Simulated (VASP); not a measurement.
# Os (P6_3/mmc) in VASP: a series of runs

The runs below take Os through relaxation of cell and atoms, relaxation of shape and atoms at fixed volume, with PBE.

Program: VASP 6.6.1. These are calculated values, not measurements. Logs are shortened: lines on timing, memory, paths and dates and some standing lists are left out, and cuts for length are marked.

**1. The cell of the first run**

Symmetry: P6_3/mmc, No. 194, hexagonal system. Conventional cell: a = 2.734 Å, b = 2.734 Å, c = 4.320 Å, α = 90.00°, β = 90.00°, γ = 120.00°. Within 3.5 Å of Os (site symmetry -6m2) lie 12 Os at 2.68 to 2.73 Å.

**2. Relaxation of cell and atoms, PBE**

INCAR

```
SYSTEM = Os
PREC = Accurate ; ENCUT = 600
EDIFF = 1E-6 ; ISMEAR = 0
SIGMA = 0.05 ; LREAL = .FALSE.
LASPH = .TRUE. ; NELM = 80
ALGO = Normal ; ISIF = 3
LWAVE = .FALSE. ; LCHARG = .FALSE.
GGA = PE ; IBRION = 2
NSW = 80 ; EDIFFG = -0.01
```

KPOINTS

```
Automatic mesh
0
G
  18 18 10
  0 0 0
```

POSCAR

```
Os
1.0
    2.7341000000      0.0000000000      0.0000000000
   -1.3670500000      2.3678000565      0.0000000000
    0.0000000000      0.0000000000      4.3197000000
Os
2
Direct
    0.3333333333      0.6666666667      0.2500000000
    0.6666666667      0.3333333333      0.7500000000
```

Potentials or basis: VASP PAW PBE potentials, release 64 (Os).

Started as:

```console
$ cat potpaw_PBE.64/Os/POTCAR > POTCAR
$ mpirun -np 1 vasp_std > vasp.out
```

OUTCAR:

```text
SYSTEM = Os
   PREC = Accurate
   ENCUT = 600
   EDIFF = 1E-6
   ISMEAR = 0
   LREAL = .FALSE.
   LASPH = .TRUE.
   NELM = 80
   ISIF = 3
   GGA = PE
   IBRION = 2
   NSW = 80
   EDIFFG = -0.01

 ion  position               nearest neighbor table
   1  0.333  0.667  0.250-   2 2.68   2 2.68   2 2.68   2 2.68   2 2.68   2 2.68
   2  0.667  0.333  0.750-   1 2.68   1 2.68   1 2.68   1 2.68   1 2.68   1 2.68

  LATTYP: Found a hexagonal cell.
 ALAT       =     2.7341000000
 C/A-ratio  =     1.5799348963

  Lattice vectors:

 A1 = (   2.7341000000,   0.0000000000,   0.0000000000)
 A2 = (  -1.3670500000,   2.3678000565,   0.0000000000)
 A3 = (   0.0000000000,   0.0000000000,   4.3197000000)

Analysis of symmetry for initial positions (statically):
=====================================================================
 Subroutine PRICEL returns:
 Original cell was already a primitive cell.

 Routine SETGRP: Setting up the symmetry group for a
 hexagonal supercell.

 Subroutine GETGRP returns: Found 24 space group operations
 (whereof 12 operations were pure point group operations)
 out of a pool of 24 trial point group operations.

The static configuration has the point symmetry D_3d.
 The point group associated with its full space group is D_6h.

Analysis of symmetry for dynamics (positions and initial velocities):
=====================================================================
 Subroutine PRICEL returns:
 Original cell was already a primitive cell.

 Routine SETGRP: Setting up the symmetry group for a
 hexagonal supercell.

 Subroutine GETGRP returns: Found 24 space group operations
 (whereof 12 operations were pure point group operations)
 out of a pool of 24 trial point group operations.

The dynamic configuration has the point symmetry D_3d.
 The point group associated with its full space group is D_6h.

 Subroutine INISYM returns: Found 24 space group operations
 (whereof 12 operations are pure point group operations),
 and found     1 'primitive' translations

----------------------------------------------------------------------------------------

                                     Primitive cell

  volume of cell :      27.9649

  direct lattice vectors                    reciprocal lattice vectors
     2.734100000  0.000000000  0.000000000     0.365751070  0.211166479  0.000000000
    -1.367050000  2.367800057  0.000000000     0.000000000  0.422332957  0.000000000
     0.000000000  0.000000000  4.319700000     0.000000000  0.000000000  0.231497558

  length of vectors
     2.734100000  2.734100000  4.319700000     0.422332957  0.422332957  0.231497558

  position of ions in fractional coordinates (direct lattice)
     0.333333333  0.666666667  0.250000000
     0.666666667  0.333333333  0.750000000

  ion indices of the primitive-cell ions
   primitive index   ion index
                 1           1
                 2           2

----------------------------------------------------------------------------------------

 KPOINTS: Automatic mesh

Automatic generation of k-mesh.
 Grid dimensions read from file:
 generate k-points for:   18   18   10

 Generating k-lattice:

  Cartesian coordinates                     Fractional coordinates (reciprocal lattice)
     0.020319504  0.011731471  0.000000000     0.055555556  0.000000000  0.000000000
     0.000000000  0.023462942  0.000000000     0.000000000  0.055555556  0.000000000
     0.000000000  0.000000000  0.023149756     0.000000000  0.000000000  0.100000000

  Length of vectors
     0.023462942  0.023462942  0.023149756

  Shift w.r.t. Gamma in fractional coordinates (k-lattice)
     0.000000000  0.000000000  0.000000000

 Subroutine IBZKPT returns following result:
 ===========================================

 Found    222 irreducible k-points:

 Following reciprocal coordinates:
            Coordinates               Weight
  0.000000  0.000000  0.000000      1.000000
  0.055556  0.000000  0.000000      6.000000
  0.111111  0.000000  0.000000      6.000000
  0.166667  0.000000  0.000000      6.000000
  0.222222  0.000000  0.000000      6.000000
  0.277778  0.000000  0.000000      6.000000
[... 16 lines left out ...]
  0.333333  0.111111  0.000000     12.000000
  0.388889  0.111111  0.000000     12.000000
 [... further k-points ...]
   k-points           NKPTS =    222   k-points in BZ     NKDIM =    222   number of bands    NBANDS=     12
   number of dos      NEDOS =    301   number of ions     NIONS =      2
   total plane-waves  NPLWV =  20736
   dimension x,y,z NGX =    24 NGY =   24 NGZ =   36
   dimension x,y,z NGXF=    48 NGYF=   48 NGZF=   72
   ions per type =               2
   NGX,Y,Z   is equivalent  to a cutoff of  14.59, 14.59, 13.85 a.u.
   NGXF,Y,Z  is equivalent  to a cutoff of  29.19, 29.19, 27.71 a.u.
 SYSTEM =  Os
   PREC   = accura    normal or accurate (medium, high low for compatibility)
   ISTART =      0    job   : 0-new  1-cont  2-samecut
   ICHARG =      2    charge: 1-file 2-atom 10-const
   ISPIN  =      1    spin polarized calculation?
   LNONCOLLINEAR =      F non collinear calculations
   LSORBIT =      F    spin-orbit coupling
   LASPH  =      T    aspherical Exc in radial PAW
   ENCUT  =  600.0 eV  44.10 Ry    6.64 a.u.   5.46  5.46  8.63*2*pi/ulx,y,z
   NELM   =     80;   NELMIN=  2; NELMDL= -5     # of ELM steps
   EDIFF  = 0.1E-05   stopping-criterion for ELM
   LREAL  =      F    real-space projection
   EDIFFG = -.1E-01   stopping-criterion for IOM
   NSW    =     80    number of steps for IOM
   IBRION =      2    ionic relax: 0-MD 1-quasi-New 2-CG
   NFREE  =      1    steps in history (QN), initial steepest desc. (CG)
   ISIF   =      3    stress and relaxation
   ISYM   =      2    0-nonsym 1-usesym 2-fastsym
   POTIM  = 0.5000    time-step for ionic-motion
   TEBEG  =    0.0;   TEEND  =   0.0 temperature during run
   PSTRESS=    0.0 pullay stress
   NELECT =      16.0000    total number of electrons
   NUPDOWN=      -1.0000    fix difference up-down
   EMIN   =  10.00;   EMAX   =-10.00  energy-range for DOS
   EFERMI =   0.00;   METHOD = LEGACY
   ISMEAR =     0;   SIGMA  =   0.05  broadening in eV -4-tet -1-fermi 0-gaus
   EFERMI_NEDOS =   21; number of points for ismear=-14 and -15
   IALGO  =     38    algorithm
   IMIX   =      4    mixing-type and parameters
     AMIX     =   0.40;   BMIX     =  1.00
     AMIX_MAG =   1.60;   BMIX_MAG =  1.00
  volume/ion in A,a.u.               =      13.98        94.36
  Fermi-wavevector in a.u.,A,eV,Ry     =   1.359076  2.568282 25.131161  1.847088
  Thomas-Fermi vector in A             =   2.485855
   LORBIT       =      0    0 simple, 1 ext, 2 COOP (PROOUT), +10 PAW based schemes
   GGA     = PE    functional components
   LHFCALC =     F    Hartree Fock is set to
   AEXX    =    0.0000 exact exchange contribution
   IVDW    =     0    specifies the selected vdW correction
   LEPSILON=     F    determine dielectric tensor
   LRPA    =     F    only Hartree local field effects (RPA)
 conjugate gradient relaxation of ions
 non-spin polarized calculation
 Gauss-broadening in eV      SIGMA  =   0.05
  energy-cutoff  :      600.00
  volume of cell :       27.96
 maximum number of plane-waves:       965
 NGX is ok and might be reduce to    24
   NGX = 11   NGY = 11   NGZ = 17

--------------------------------------- Ionic step        1  -------------------------------------------

 number of electron      16.0000001 magnetization

 Free energy of the ion-electron system (eV)
  ---------------------------------------------------
  ext. energy  EPLUGINS =         0.00000000
  ---------------------------------------------------
  free energy    TOTEN  =       -22.48179538 eV

  energy without entropy =      -22.47995603  energy(sigma->0) =      -22.48087570

------------------------ aborting loop because EDIFF is reached ----------------------------------------

  FORCE on cell =-STRESS in cart. coord.  units (eV):
  Direction    XX          YY          ZZ          XY          YZ          ZX
  --------------------------------------------------------------------------------------
  -------------------------------------------------------------------------------------
  Total        1.4898496      1.4898496      1.6602357      0.0000000     -0.0000000      0.0000000
  in kB       85.3571702     85.3571702     95.1190106      0.0000000     -0.0000000      0.0000000
  external PRESSURE =      88.6111170 kB  Pullay stress =       0.0000000 kB
[... 93 lines left out ...]
  energy  without entropy=      -22.4956767100  energy(sigma->0) =      -22.49661055

--------------------------------------- Ionic step        4  -------------------------------------------

 number of electron      16.0000000 magnetization

 Free energy of the ion-electron system (eV)
  ---------------------------------------------------
  ext. energy  EPLUGINS =         0.00000000
  ---------------------------------------------------
  free energy    TOTEN  =       -22.49757485 eV

  energy without entropy =      -22.49570825  energy(sigma->0) =      -22.49664155

 E-fermi :   9.1615     XC(G=0): -13.9413

 val. band max:        9.1540295498   @ k =   0.2222   0.0556   0.3000
 cond. band min:       9.1705119424   @ k =   0.4444   0.1111   0.4000
 fundamental gap:      0.0164823926
 Fermi energy:         9.1614647047

 k-point     1 :       0.0000    0.0000    0.0000
  band No.  band energies     occupation
      1      -1.5970      2.00000
      2       1.5607      2.00000
      3       6.1990      2.00000
      4       6.1990      2.00000
      5       6.4362      2.00000
      6       7.0105      2.00000
      7       7.0105      2.00000
      8       7.6516      2.00000
      9       7.6516      2.00000
     10       9.1797      0.60569
     11      10.7990      0.00000
     12      10.7990      0.00000
[... 331 lines left out ...]
 k-point    24 :       0.3889    0.1111    0.0000
  band No.  band energies     occupation
      1       2.5236      2.00000
      2       2.6258      2.00000
      3       2.9779      2.00000
      4       5.6575      2.00000
      5       5.7208      2.00000
      6       6.6007      2.00000
      7       7.2858      2.00000
      8      10.6945      0.00000
      9      11.1154      0.00000
     10      11.5739      0.00000
     11      12.9564      0.00000
     12      15.9296      0.00000

 [... further k-points ...]

------------------------ aborting loop because EDIFF is reached ----------------------------------------

  FORCE on cell =-STRESS in cart. coord.  units (eV):
  Direction    XX          YY          ZZ          XY          YZ          ZX
  --------------------------------------------------------------------------------------
  -------------------------------------------------------------------------------------
  Total        0.0025902      0.0025902     -0.0112520     -0.0000000     -0.0000000     -0.0000000
  in kB        0.1453596      0.1453596     -0.6314497     -0.0000000     -0.0000000     -0.0000000
  external PRESSURE =      -0.1135768 kB  Pullay stress =       0.0000000 kB
[... 17 lines left out ...]
  FREE ENERGIE OF THE ION-ELECTRON SYSTEM (eV)
  ---------------------------------------------------
  free  energy   TOTEN  =       -22.4975748471 eV

  energy  without entropy=      -22.4957082492  energy(sigma->0) =      -22.49664155

 reached required accuracy - stopping structural energy minimisation
```

Wall time 2.6 min (1 thread of Intel Xeon Platinum 8259CL at 2.50GHz (Skylake/Cascade Lake), shared host); peak memory 0.23 GiB.

What came out:

```
Free energy                           : -22.4976 eV
Relaxed volume                        : 14.27 Å³/atom
Relaxed cell                          : a = 2.752 Å, b = 2.752 Å, c = 4.352 Å, α = 90.00°, β = 90.00°, γ = 120.00°
Space group after relaxing (to 0.1 Å) : P6_3/mmc (No. 194)
Energy gained by relaxing             : 7.9 meV/atom
Ionic steps                           : 4
Pressure after relaxing               : 0.0 GPa
Band gap on the k mesh                : zero (bands 8 and 9 overlap by 3.81 eV)
```

Step by step:
| step | energy change (eV) | largest force (eV/Å) | pressure (GPa) | volume (Å³) |
| --- | --- | --- | --- | --- |
| 1 | 0.0000 | 0.0000 | 8.86 | 27.96 |
| 2 | 0.2498 | 0.0000 | -29.11 | 31.21 |
| 3 | -0.0157 | 0.0000 | -0.35 | 28.57 |
| 4 | -0.0158 | 0.0000 | -0.01 | 28.55 |

Final structure:
```xyz
2
Lattice="2.7523 0.0000 0.0000 -1.3762 2.3836 0.0000 0.0000 0.0000 4.3518" Properties=species:S:1:pos:R:3 pbc="T T T"
Os    0.0000    1.5891    1.0879
Os    1.3762    0.7945    3.2638
```

Caveat: spin-orbit coupling is left out, which moves the levels of the heavy elements.

**3. Relaxation of shape and atoms at fixed volume, PBE (13.99 Å³/atom)**

INCAR

```
SYSTEM = Os
ALGO = Normal
EDIFF = 1E-6
EDIFFG = -0.01
ENCUT = 600
GGA = PE
IBRION = 2
ISIF = 4
ISMEAR = 0
LASPH = .TRUE.
LCHARG = .FALSE.
LREAL = .FALSE.
LWAVE = .FALSE.
NELM = 80
NSW = 60
PREC = Accurate
SIGMA = 0.05
```

KPOINTS

```
k-points
0
G
  18 18 10
  0 0 0
```

POSCAR

```
Os
1.0
    2.7338044378      0.0000000000      0.0000000000
   -1.3669022189      2.3675440921      0.0000000000
    0.0000000000      0.0000000000      4.3229390868
Os
2
Direct
    0.3333333333      0.6666666667      0.2500000000
    0.6666666667      0.3333333333      0.7500000000
```

Potentials or basis: VASP PAW PBE potentials, release 64 (Os).

Started as:

```console
$ cat potpaw_PBE.64/Os/POTCAR > POTCAR
$ mpirun -np 1 vasp_std > vasp.out
```

OUTCAR:

```text
SYSTEM = Os
   EDIFF = 1E-6
   EDIFFG = -0.01
   ENCUT = 600
   GGA = PE
   IBRION = 2
   ISIF = 4
   ISMEAR = 0
   LASPH = .TRUE.
   LREAL = .FALSE.
   NELM = 80
   NSW = 60
   PREC = Accurate

 ion  position               nearest neighbor table
   1  0.333  0.667  0.250-   2 2.68   2 2.68   2 2.68   2 2.68   2 2.68   2 2.68
   2  0.667  0.333  0.750-   1 2.68   1 2.68   1 2.68   1 2.68   1 2.68   1 2.68

  LATTYP: Found a hexagonal cell.
 ALAT       =     2.7338044378
 C/A-ratio  =     1.5812905367

  Lattice vectors:

 A1 = (   2.7338044378,   0.0000000000,   0.0000000000)
 A2 = (  -1.3669022189,   2.3675440921,   0.0000000000)
 A3 = (   0.0000000000,   0.0000000000,   4.3229390868)

Analysis of symmetry for initial positions (statically):
=====================================================================
 Subroutine PRICEL returns:
[... 272 lines left out ...]
      7       7.2496      2.00000
      8       7.9203      2.00000
      9       7.9203      2.00000
     10       9.4743      0.82267
     11      11.1561      0.00000
     12      11.1561      0.00000
[... 331 lines left out ...]
 k-point    24 :       0.3889    0.1111    0.0000
  band No.  band energies     occupation
      1       2.6539      2.00000
      2       2.7679      2.00000
      3       3.1004      2.00000
      4       5.8613      2.00000
      5       5.9553      2.00000
      6       6.8335      2.00000
      7       7.5346      2.00000
      8      11.0516      0.00000
      9      11.4916      0.00000
     10      11.9590      0.00000
     11      13.3899      0.00000
     12      16.4252      0.00000

 [... further k-points ...]

------------------------ aborting loop because EDIFF is reached ----------------------------------------

  FORCE on cell =-STRESS in cart. coord.  units (eV):
  Direction    XX          YY          ZZ          XY          YZ          ZX
  --------------------------------------------------------------------------------------
  -------------------------------------------------------------------------------------
  Total        1.4998856      1.4998856      1.4992333      0.0000000     -0.0000000      0.0000000
  in kB       85.8863348     85.8863348     85.8489850      0.0000000     -0.0000000      0.0000000
  external PRESSURE =      85.8738849 kB  Pullay stress =       0.0000000 kB
[... 17 lines left out ...]
  FREE ENERGIE OF THE ION-ELECTRON SYSTEM (eV)
  ---------------------------------------------------
  free  energy   TOTEN  =       -22.4827006446 eV

  energy  without entropy=      -22.4808979922  energy(sigma->0) =      -22.48179932

 reached required accuracy - stopping structural energy minimisation
```

CONTCAR:

```text
Os
   1.00000000000000
     2.7331408636199108    0.0000000000000000    0.0000000000000000
    -1.3665704318099554    2.3669694200023743    0.0000000000000000
     0.0000000000000000   -0.0000000000000000    4.3250384582807211
  Os
     2
Direct
     0.3333333332999970    0.6666666667000030    0.2500000000000000
     0.6666666667000030    0.3333333332999970    0.7500000000000000

  0.00000000E+00  0.00000000E+00  0.00000000E+00
  0.00000000E+00  0.00000000E+00  0.00000000E+00
```

It took 1.7 min on 1 thread of Intel Xeon Platinum 8259CL at 2.50GHz (Skylake/Cascade Lake), shared host; peak memory 0.22 GiB.

Results:

```yaml
Free_energy: -22.4827 eV
Energy_gained_by_relaxing: 0.0 meV/atom
Ionic_steps: 3
Pressure_after_relaxing: 8.6 GPa
Band_gap_on_the_k_mesh: zero (bands 8 and 9 overlap by 3.94 eV)
```

Final structure:
```
Os
1.0
     2.73314    0.00000    0.00000
    -1.36657    2.36697    0.00000
     0.00000    0.00000    4.32504
Os
2
Direct
  0.33333 0.66667 0.25000
  0.66667 0.33333 0.75000
```

Levels at points of the mesh, in eV from the Fermi level:
| k point | band 5 | band 6 | band 7 | band 8 | band 9 | band 10 | band 11 | band 12 |
| --- | --- | --- | --- | --- | --- | --- | --- | --- |
| (0.00, 0.00, 0.00) | -2.82 | -2.22 | -2.22 | -1.55 | -1.55 | 0.01 | 1.69 | 1.69 |
| (0.50, 0.00, 0.00) | -2.90 | -2.58 | -1.89 | 2.05 | 2.61 | 2.71 | 4.42 | 5.72 |
| (0.00, 0.00, 0.50) | -3.24 | -3.24 | -3.24 | -3.24 | 0.89 | 0.89 | 0.89 | 0.89 |
| (0.50, 0.00, 0.50) | -1.20 | -1.20 | -0.16 | -0.16 | 2.38 | 2.38 | 3.31 | 3.31 |

Caveat: spin-orbit coupling is left out, which moves the levels of the heavy elements.

[end of part 1 of 2]
